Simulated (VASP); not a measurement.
Crystal: Sb.

```
CELL_PARAMETERS angstrom
-1.72500 1.72500 1.72500
1.72500 -1.72500 1.72500
1.72500 1.72500 -1.72500
ATOMIC_POSITIONS crystal
Sb 0.00000 0.00000 0.00000
```

* Program: VASP 6.6.1
* Task: relaxation of cell and atoms
* Functional: LDA
* Potentials or basis: VASP PAW LDA potentials, release 64 (Sb)
* Cutoff: 500 eV
* k mesh: 9 × 9 × 9
* Occupations: fermi-dirac, width 0.1 eV
* Spin: no spin polarisation

At the start: pressure 26.8 GPa; volume 20.53 Å³/atom.

Q: Where does the relaxation end?

A: Over 19 steps the energy falls by 347.5 meV/atom and the volume is 25.56 Å³/atom (+24.5 %); space group Im-3m (No. 229, to 0.05 Å).

Step by step:
| step | energy change (eV) | largest force (eV/Å) | pressure (GPa) | volume (Å³) |
| --- | --- | --- | --- | --- |
| 1 | 0.0000 | 0.0000 | 26.82 | 20.53 |
| 2 | -0.0671 | 0.0000 | -10.12 | 32.53 |
| 3 | -0.3471 | 0.0000 | -0.60 | 25.77 |
| 4 | -0.3475 | 0.0000 | -0.16 | 25.61 |
| 5 | -0.3475 | 0.0000 | 0.17 | 25.50 |
| 6 | -0.3475 | 0.0000 | 0.17 | 25.50 |
| 7 | -0.3475 | 0.0000 | 0.16 | 25.51 |
| 8 | -0.3475 | 0.0000 | 0.16 | 25.51 |
| 9 | -0.3475 | 0.0000 | 0.16 | 25.51 |
| 10 | -0.3475 | 0.0000 | 0.16 | 25.51 |
| 11 | -0.3475 | 0.0000 | 0.16 | 25.51 |
| 12 | -0.3475 | 0.0000 | 0.16 | 25.51 |
| 13 | -0.3475 | 0.0000 | 0.16 | 25.51 |
| 14 | -0.3475 | 0.0000 | 0.16 | 25.51 |
| 15 | -0.3475 | 0.0000 | 0.15 | 25.51 |
| 16 | -0.3475 | 0.0000 | 0.14 | 25.51 |
| 17 | -0.3475 | 0.0000 | 0.12 | 25.52 |
| 18 | -0.3475 | 0.0000 | 0.08 | 25.53 |
| 19 | -0.3475 | 0.0000 | 0.00 | 25.56 |

Final structure:
```
Sb
1.0
    -1.85569    1.85569    1.85569
     1.85569   -1.85569    1.85569
     1.85569    1.85569   -1.85569
Sb
1
Cartesian
  0.0000 0.0000 0.0000
```

Caveat: the volume moved by over 15 % at a fixed basis, so the end points are rough; the volume moved by +24 % from the deposited cell, more than functionals usually miss.
